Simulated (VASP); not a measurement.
Wanted: the native input for a VASP 6.6.1 run.

```
Task                   : single point
Functional             : PBE
Potentials or basis    : VASP PAW PBE potentials, release 64 (Li_sv, O)
Cutoff                 : 520 eV
k mesh                 : 12 × 12 × 12
Occupations            : fermi-dirac, width 0.0612256 eV
Spin                   : no spin polarisation
Dipole correction      : no
Further INCAR settings : ALGO = Normal; EDIFF = 1e-06; NBANDS = 35
```

The structure of Li2O3 lies in POSCAR:

```
Li2O3
1.0
    4.4134120972      0.0000000000      0.0000000000
    0.0000000000      4.4134120972      0.0000000000
    0.0000000000      0.0000000000      4.4134120972
Li O
4 6
Direct
    0.2500000000      0.2500000000      0.2500000000
    0.7500000000      0.7500000000      0.2500000000
    0.7500000000      0.2500000000      0.7500000000
    0.2500000000      0.7500000000      0.7500000000
    0.5000000000      0.0000000000      0.0000000000
    0.0000000000      0.5000000000      0.0000000000
    0.0000000000      0.0000000000      0.5000000000
    0.5000000000      0.5000000000      0.0000000000
    0.5000000000      0.0000000000      0.5000000000
    0.0000000000      0.5000000000      0.5000000000
```

One way to write it, as run:

INCAR

```
  PREC = Accurate
  ENCUT = 520
  EDIFF = 1E-6
  ISMEAR = -1
  SIGMA = 0.06122561905347299
  LREAL = False
  LASPH = True
  NELM = 100
  ALGO = Normal
  ISIF = 2
  LWAVE = False
  LCHARG = False
  GGA = PE
  NBANDS = 35
```

KPOINTS

```
regular mesh
0
Gamma
  12 12 12
```

Potentials or basis: VASP PAW PBE potentials, release 64 (Li_sv, O).

Run with:

```bash
$ cat potpaw_PBE.64/Li_sv/POTCAR potpaw_PBE.64/O/POTCAR > POTCAR
$ mpirun -np 1 vasp_std > vasp.out
```

It gave:

```
Band gap on the k mesh : zero (bands 24 and 25 overlap by 2.56 eV)
```

Wall time 5.4 min on 1 thread of Intel Xeon 8259CL (shared host), peak memory 0.31 GiB.
